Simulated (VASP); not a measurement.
# WS2 in VASP: a series of runs

WS2 is run at these levels: PBE; tasks: single point.

Program: VASP 6.6.1. These are calculated values, not measurements. Logs are shortened: lines on timing, memory, paths and dates and some standing lists are left out, and cuts for length are marked.

**1. The cell of the first run**

The structure is trigonal, space group P-3m1 (No. 164). Conventional cell: a = 3.578 Å, b = 3.578 Å, c = 5.772 Å, α = 90.00°, β = 90.00°, γ = 120.00°. Within 3.3 Å of W (site symmetry -3m) lie 6 S at 2.53 Å. Within 3.3 Å of S (site symmetry 3m) lie 3 W at 2.53 Å.

**2. Single point, PBE**

File INCAR:

```
SYSTEM = WS2
ALGO = Normal ; EDIFF = 1E-6
ENCUT = 520 ; GGA = PE
ISIF = 2 ; ISMEAR = -1
LASPH = .TRUE. ; LCHARG = .FALSE.
LREAL = .FALSE. ; LWAVE = .FALSE.
NBANDS = 20 ; NELM = 60
PREC = Accurate ; SIGMA = 0.05
```

File KPOINTS:

```
k-points
0
G
  9 9 5
  0 0 0
```

File POSCAR:

```
WS2
1.0
    3.5782025500      0.0000000000      0.0000000000
   -1.7891012700      3.0988143100      0.0000000000
    0.0000000000      0.0000000000      5.7723833600
W S
1 2
Direct
    0.0000000000      0.0000000000      0.0000000000
    0.3333333333      0.6666666667      0.2520000000
    0.6666666667      0.3333333333      0.7480000000
```

Potentials or basis: VASP PAW PBE potentials, release 64 (W_sv, S).

Started as:

```console
> cat potpaw_PBE.64/W_sv/POTCAR potpaw_PBE.64/S/POTCAR > POTCAR
> mpirun -np 1 vasp_std > vasp.out
```

OUTCAR:

```text
SYSTEM = WS2
   EDIFF = 1E-6
   ENCUT = 520
   GGA = PE
   ISIF = 2
   ISMEAR = -1
   LASPH = .TRUE.
   LREAL = .FALSE.
   NELM = 60
   PREC = Accurate

 ion  position               nearest neighbor table
   1  0.000  0.000  0.000-   2 2.53   3 2.53   2 2.53   3 2.53   3 2.53   2 2.53
   2  0.333  0.667  0.252-   1 2.53   1 2.53   1 2.53
   3  0.667  0.333  0.748-   1 2.53   1 2.53   1 2.53

  LATTYP: Found a hexagonal cell.
 ALAT       =     3.5782025500
 C/A-ratio  =     1.6132075475

  Lattice vectors:

 A1 = (   3.5782025500,   0.0000000000,   0.0000000000)
 A2 = (  -1.7891012700,   3.0988143100,   0.0000000000)
 A3 = (   0.0000000000,   0.0000000000,   5.7723833600)

Analysis of symmetry for initial positions (statically):
=====================================================================
 Subroutine PRICEL returns:
 Original cell was already a primitive cell.

 Routine SETGRP: Setting up the symmetry group for a
 hexagonal supercell.

 Subroutine GETGRP returns: Found 12 space group operations
 (whereof 12 operations were pure point group operations)
 out of a pool of 24 trial point group operations.

The static configuration has the point symmetry D_3d.

Analysis of symmetry for dynamics (positions and initial velocities):
=====================================================================
 Subroutine PRICEL returns:
 Original cell was already a primitive cell.

 Routine SETGRP: Setting up the symmetry group for a
 hexagonal supercell.

 Subroutine GETGRP returns: Found 12 space group operations
 (whereof 12 operations were pure point group operations)
 out of a pool of 24 trial point group operations.

The dynamic configuration has the point symmetry D_3d.

 Subroutine INISYM returns: Found 12 space group operations
 (whereof 12 operations are pure point group operations),
 and found     1 'primitive' translations

----------------------------------------------------------------------------------------

                                     Primitive cell

  volume of cell :      64.0053

  direct lattice vectors                    reciprocal lattice vectors
     3.578202550  0.000000000  0.000000000     0.279469925  0.161352036  0.000000000
    -1.789101270  3.098814310  0.000000000     0.000000000  0.322704073  0.000000000
     0.000000000  0.000000000  5.772383360     0.000000000  0.000000000  0.173238667

  length of vectors
     3.578202550  3.578202549  5.772383360     0.322704073  0.322704073  0.173238667

  position of ions in fractional coordinates (direct lattice)
     0.000000000  0.000000000  0.000000000
     0.333333333  0.666666667  0.252000000
     0.666666667  0.333333333  0.748000000

  ion indices of the primitive-cell ions
   primitive index   ion index
                 1           1
                 2           2
                 3           3

----------------------------------------------------------------------------------------

 KPOINTS: k-points

Automatic generation of k-mesh.
 Grid dimensions read from file:
 generate k-points for:    9    9    5

 Generating k-lattice:

  Cartesian coordinates                     Fractional coordinates (reciprocal lattice)
     0.031052214  0.017928004  0.000000000     0.111111111  0.000000000  0.000000000
     0.000000000  0.035856008  0.000000000     0.000000000  0.111111111  0.000000000
     0.000000000  0.000000000  0.034647733     0.000000000  0.000000000  0.200000000

  Length of vectors
     0.035856008  0.035856008  0.034647733

  Shift w.r.t. Gamma in fractional coordinates (k-lattice)
     0.000000000  0.000000000  0.000000000

 Subroutine IBZKPT returns following result:
 ===========================================

 Found     50 irreducible k-points:

 Following reciprocal coordinates:
            Coordinates               Weight
  0.000000  0.000000  0.000000      1.000000
  0.111111  0.000000  0.000000      6.000000
  0.222222 -0.000000  0.000000      6.000000
  0.333333 -0.000000  0.000000      6.000000
  0.444444 -0.000000  0.000000      6.000000
  0.111111  0.111111  0.000000      6.000000
[... 16 lines left out ...]
  0.222222  0.111111  0.200000     12.000000
 -0.111111  0.333333  0.200000     12.000000
 [... further k-points ...]
   k-points           NKPTS =     50   k-points in BZ     NKDIM =     50   number of bands    NBANDS=     20
   number of dos      NEDOS =    301   number of ions     NIONS =      3
   total plane-waves  NPLWV =  37632
   dimension x,y,z NGX =    28 NGY =   28 NGZ =   48
   dimension x,y,z NGXF=    56 NGYF=   56 NGZF=   96
   ions per type =               1   2
   NGX,Y,Z   is equivalent  to a cutoff of  13.01, 13.01, 13.82 a.u.
   NGXF,Y,Z  is equivalent  to a cutoff of  26.02, 26.02, 27.65 a.u.
 SYSTEM =  WS2
   PREC   = accura    normal or accurate (medium, high low for compatibility)
   ISTART =      0    job   : 0-new  1-cont  2-samecut
   ICHARG =      2    charge: 1-file 2-atom 10-const
   ISPIN  =      1    spin polarized calculation?
   LNONCOLLINEAR =      F non collinear calculations
   LSORBIT =      F    spin-orbit coupling
   LASPH  =      T    aspherical Exc in radial PAW
   ENCUT  =  520.0 eV  38.22 Ry    6.18 a.u.   6.65  6.65 10.73*2*pi/ulx,y,z
   NELM   =     60;   NELMIN=  2; NELMDL= -5     # of ELM steps
   EDIFF  = 0.1E-05   stopping-criterion for ELM
   LREAL  =      F    real-space projection
   EDIFFG = 0.1E-04   stopping-criterion for IOM
   NSW    =      0    number of steps for IOM
   IBRION =     -1    ionic relax: 0-MD 1-quasi-New 2-CG
   NFREE  =      0    steps in history (QN), initial steepest desc. (CG)
   ISIF   =      2    stress and relaxation
   ISYM   =      2    0-nonsym 1-usesym 2-fastsym
   POTIM  = 0.5000    time-step for ionic-motion
   TEBEG  =    0.0;   TEEND  =   0.0 temperature during run
   PSTRESS=    0.0 pullay stress
   NELECT =      26.0000    total number of electrons
   NUPDOWN=      -1.0000    fix difference up-down
   EMIN   =  10.00;   EMAX   =-10.00  energy-range for DOS
   EFERMI =   0.00;   METHOD = LEGACY
   ISMEAR =    -1;   SIGMA  =   0.05  broadening in eV -4-tet -1-fermi 0-gaus
   EFERMI_NEDOS =   21; number of points for ismear=-14 and -15
   IALGO  =     38    algorithm
   IMIX   =      4    mixing-type and parameters
     AMIX     =   0.40;   BMIX     =  1.00
     AMIX_MAG =   1.60;   BMIX_MAG =  1.00
  volume/ion in A,a.u.               =      21.34       143.98
  Fermi-wavevector in a.u.,A,eV,Ry     =   1.212441  2.291182 20.000755  1.470014
  Thomas-Fermi vector in A             =   2.347925
   LORBIT       =      0    0 simple, 1 ext, 2 COOP (PROOUT), +10 PAW based schemes
   GGA     = PE    functional components
   LHFCALC =     F    Hartree Fock is set to
   AEXX    =    0.0000 exact exchange contribution
   IVDW    =     0    specifies the selected vdW correction
   LEPSILON=     F    determine dielectric tensor
   LRPA    =     F    only Hartree local field effects (RPA)
 non-spin polarized calculation
  energy-cutoff  :      520.00
  volume of cell :       64.01
 maximum number of plane-waves:      1761
 NGX is ok and might be reduce to    28
   NGX = 13   NGY = 13   NGZ = 21

 number of electron      26.0000000 magnetization

 Free energy of the ion-electron system (eV)
  ---------------------------------------------------
  ext. energy  EPLUGINS =         0.00000000
  ---------------------------------------------------
  free energy    TOTEN  =       -22.11900632 eV

  energy without entropy =      -22.10357362  energy(sigma->0) =      -22.11128997

 E-fermi :   5.4100     XC(G=0): -10.0794

 val. band max:        5.4063479884   @ k =   0.3333   0.3333   0.0000
 cond. band min:       5.4355827967   @ k =   0.3333   0.3333   0.2000
 fundamental gap:      0.0292348084
 Fermi energy:         5.4099831106

 k-point     1 :       0.0000    0.0000    0.0000
  band No.  band energies     occupation
      1     -69.6787      2.00000
      2     -33.8468      2.00000
      3     -33.8468      2.00000
      4     -33.6248      2.00000
      5      -8.9666      2.00000
      6      -7.1859      2.00000
[... 12 lines left out ...]
     19      10.2175      0.00000
     20      13.8913      0.00000

 k-point     2 :       0.1111    0.0000    0.0000
  band No.  band energies     occupation
      1     -69.6784      2.00000
      2     -33.8573      2.00000
      3     -33.8493      2.00000
      4     -33.6231      2.00000
      5      -8.8264      2.00000
      6      -7.1985      2.00000
[... 12 lines left out ...]
     19      11.0316      0.00000
     20      13.6213      0.00000

 k-point     3 :       0.2222   -0.0000    0.0000
  band No.  band energies     occupation
      1     -69.6776      2.00000
      2     -33.8838      2.00000
      3     -33.8557      2.00000
      4     -33.6186      2.00000
      5      -8.4438      2.00000
      6      -7.2315      2.00000
[... 12 lines left out ...]
     19      11.8836      0.00000
     20      13.4955      0.00000

 k-point     4 :       0.3333   -0.0000    0.0000
  band No.  band energies     occupation
      1     -69.6766      2.00000
      2     -33.9138      2.00000
      3     -33.8630      2.00000
      4     -33.6136      2.00000
      5      -7.9466      2.00000
      6      -7.2670      2.00000
[... 12 lines left out ...]
     19      11.8959      0.00000
     20      13.6204      0.00000

 k-point     5 :       0.4444   -0.0000    0.0000
  band No.  band energies     occupation
      1     -69.6760      2.00000
      2     -33.9333      2.00000
      3     -33.8678      2.00000
      4     -33.6103      2.00000
      5      -7.5863      2.00000
      6      -7.2693      2.00000
[... 12 lines left out ...]
     19      11.2165      0.00000
     20      13.7289      0.00000
[... 353 lines left out ...]
      6      -7.1763      2.00000
[... 12 lines left out ...]
     19      11.1339      0.00000
     20      14.0612      0.00000

 k-point    22 :       0.1111    0.1111    0.2000
  band No.  band energies     occupation
      1     -69.6778      2.00000
      2     -33.8749      2.00000
      3     -33.8547      2.00000
      4     -33.6200      2.00000
      5      -8.4888      2.00000
      6      -7.3389      2.00000
[... 12 lines left out ...]
     19      12.1147      0.00000
     20      13.2693      0.00000

 k-point    23 :       0.2222    0.1111    0.2000
  band No.  band energies     occupation
      1     -69.6769      2.00000
      2     -33.9010      2.00000
      3     -33.8638      2.00000
      4     -33.6153      2.00000
      5      -8.0363      2.00000
      6      -7.3624      2.00000
[... 12 lines left out ...]
     19      12.2971      0.00000
     20      13.7271      0.00000

 k-point    24 :      -0.1111    0.3333    0.2000
  band No.  band energies     occupation
      1     -69.6769      2.00000
      2     -33.9010      2.00000
      3     -33.8638      2.00000
      4     -33.6153      2.00000
      5      -8.0747      2.00000
      6      -7.3066      2.00000
[... 12 lines left out ...]
     19      12.3543      0.00000
     20      13.6567      0.00000

 [... further k-points ...]
[... 5 lines left out ...]
  --------------------------------------------------------------------------------------
  -------------------------------------------------------------------------------------
  Total       -6.8864156     -6.8864156     -2.2058009     -0.0000000      0.0000000      0.0000000
  in kB     -172.3805132   -172.3805134    -55.2155310     -0.0000003      0.0000000      0.0000000
  external PRESSURE =    -133.3255192 kB  Pullay stress =       0.0000000 kB

 VOLUME and BASIS-vectors are now :
 -----------------------------------------------------------------------------
  energy-cutoff  :      520.00
  volume of cell :       64.01
      direct lattice vectors                 reciprocal lattice vectors
     3.578202550  0.000000000  0.000000000     0.279469925  0.161352036  0.000000000
    -1.789101270  3.098814310  0.000000000     0.000000000  0.322704073  0.000000000
     0.000000000  0.000000000  5.772383360     0.000000000  0.000000000  0.173238667

 POSITION                                       TOTAL-FORCE (eV/Angst)
 -----------------------------------------------------------------------------------
      0.00000      0.00000      0.00000         0.000000      0.000000      0.000000
      0.00000      2.06588      1.45464        -0.000000     -0.000000     -0.936782
      1.78910      1.03294      4.31774         0.000000      0.000000      0.936782
 -----------------------------------------------------------------------------------
    total drift:                                0.000000     -0.000000      0.000000

  FREE ENERGIE OF THE ION-ELECTRON SYSTEM (eV)
  ---------------------------------------------------
  free  energy   TOTEN  =       -22.1190063187 eV

  energy  without entropy=      -22.1035736205  energy(sigma->0) =      -22.11128997
```

Run time: 48 s. Hardware: 1 thread of Intel Xeon Platinum 8488C (Sapphire Rapids), shared host; peak memory 0.22 GiB.

What came out:

```
Free energy            : -22.1190 eV
Pressure               : -13.3 GPa
Largest force          : 0.937 eV/Å
Band gap on the k mesh : zero (band 13 reaches 5.48 eV, above the bottom of band 14 at 4.67 eV)
```

Forces in eV/Å, atoms in the order of the input:
```
W    0.000  0.000  0.000
S    0.000  0.000 -0.937
S    0.000  0.000  0.937
```

Stress tensor (GPa, compression positive):
```
-17.24   0.00   0.00
  0.00 -17.24   0.00
  0.00   0.00  -5.52
```

Levels at points of the mesh, in eV from the Fermi level:
```csv
k point,band 11,band 12,band 13,band 14,band 15,band 16
"(0.00, 0.00, 0.00)",-1.06,-0.93,-0.72,-0.72,0.04,3.06
```

Caveat: spin-orbit coupling is left out, which moves the levels of the heavy elements; this functional lacks dispersion, which binds the layers, so the pressure and a relaxed spacing across them are unreliable.

**3. Single point, PBE (atoms moved at random)**

File INCAR:

```
SYSTEM = WS2
PREC = Accurate
ENCUT = 520
EDIFF = 1E-6
ISMEAR = -1
SIGMA = 0.05
LREAL = .FALSE.
LASPH = .TRUE.
NELM = 60
ALGO = Normal
ISIF = 2
LWAVE = .FALSE.
LCHARG = .FALSE.
GGA = PE
NBANDS = 20
```

File KPOINTS:

```
regular mesh
0
G
  9 9 5
  0 0 0
```

File POSCAR:

```
WS2
1.0
    3.5782025500      0.0000000000      0.0000000000
   -1.7891012700      3.0988143100      0.0000000000
    0.0000000000      0.0000000000      5.7723833600
W S
1 2
Direct
    0.0134310000      0.0078050000     -0.0016610000
    0.3201730000      0.6671690000      0.2505040000
    0.6710190000      0.3385910000      0.7511890000
```

Potentials or basis: VASP PAW PBE potentials, release 64 (W_sv, S).

Started as:

```console
> cat potpaw_PBE.64/W_sv/POTCAR potpaw_PBE.64/S/POTCAR > POTCAR
> mpirun -np 1 vasp_std > vasp.out
```

Run time: 3.3 min. Hardware: 1 thread of Intel Xeon Platinum 8488C (Sapphire Rapids), shared host; peak memory 0.36 GiB.

It converged, with:

| Item | Value |
| --- | --- |
| Free energy | -22.1335 eV |
| Pressure | -12.4 GPa |
| Largest force | 0.875 eV/Å |
| Band gap on the k mesh | zero (band 13 reaches 5.49 eV, above the bottom of band 14 at 4.77 eV) |

Forces on the atoms (eV/Å):
```
W   -0.098 -0.005  0.164
S    0.186  0.028 -0.854
S   -0.088 -0.023  0.690
```

Stress tensor (GPa, compression positive):
```
-16.39  -0.16   0.93
 -0.16 -16.49   0.17
  0.93   0.17  -4.34
```

Levels at points of the mesh, in eV from the Fermi level:
```
           k point  band 11  band 12  band 13  band 14  band 15  band 16
(0.00, 0.00, 0.00)    -1.19    -0.97    -0.65    -0.60     0.08     3.01
```

Caveat: the cell differs from its parent crystal (atoms moved at random); spin-orbit coupling is left out, which moves the levels of the heavy elements.
